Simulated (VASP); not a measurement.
Here is a VASP 6.6.1 calculation.

INCAR

```
ALGO = Normal
EDIFF = 1E-6
ENCUT = 520
GGA = PE
ISIF = 2
ISMEAR = -1
LASPH = T
LCHARG = F
LREAL = F
LWAVE = F
NBANDS = 8
NELM = 60
PREC = Accurate
SIGMA = 0.13605693000000002
```

Contents of KPOINTS:

```
k-points
0
Gamma
  17 17 17
```

File POSCAR:

```
B
1.0
    1.8871711925      0.0000000000      0.0000000000
    0.0000000000      1.8871711925      0.0000000000
    0.0000000000      0.0000000000      1.8871711925
B
1
Direct
    0.0000000000      0.0000000000      0.0000000000
```

Potentials or basis: VASP PAW PBE potentials, release 64 (B).

Launch:

```bash
$ cat potpaw_PBE.64/B/POTCAR > POTCAR
$ mpirun -np 1 vasp_std > vasp.out
```

Task: Predict the pressure.

Result: -0.4 GPa.
